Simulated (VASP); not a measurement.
Crystal: TaH.

```xyz
2
Lattice="2.8586 0.0000 0.0000 0.0000 2.8586 0.0000 0.0000 0.0000 2.8586" Properties=species:S:1:pos:R:3 pbc="T T T"
Ta    0.0000    0.0000    0.0000
H     1.4293    1.4293    1.4293
```

```yaml
Program: VASP 6.6.1
Task: relaxation of cell and atoms
Functional: PBE
Potentials_or_basis: VASP PAW PBE potentials, release 64 (Ta_pv, H)
Cutoff: 600 eV
k_mesh: 6 × 6 × 6
Occupations: gaussian, width 0.1 eV
Spin: no spin polarisation
```

At the start: pressure -13.4 GPa; volume 11.68 Å³/atom.

How do energy, volume and symmetry change on relaxing?

Over 3 steps the energy falls by 45.8 meV/atom and the volume is 10.66 Å³/atom (-8.7 %); space group Pm-3m (No. 221, to 0.05 Å).

The path:
```
step  energy change (eV)  largest force (eV/Å)  pressure (GPa)  volume (Å³)
   1              0.0000                0.0000          -13.38        23.36
   2             -0.0569                0.0000           10.50        20.21
   3             -0.0917                0.0000           -0.08        21.33
```

Final structure:
```
CELL_PARAMETERS angstrom
2.77329 0.00000 0.00000
0.00000 2.77329 0.00000
0.00000 0.00000 2.77329
ATOMIC_POSITIONS crystal
Ta 0.00000 0.00000 0.00000
H 0.50000 0.50000 0.50000
```

Caveat: the k points lie up to 0.38 Å⁻¹ apart in the final cell.
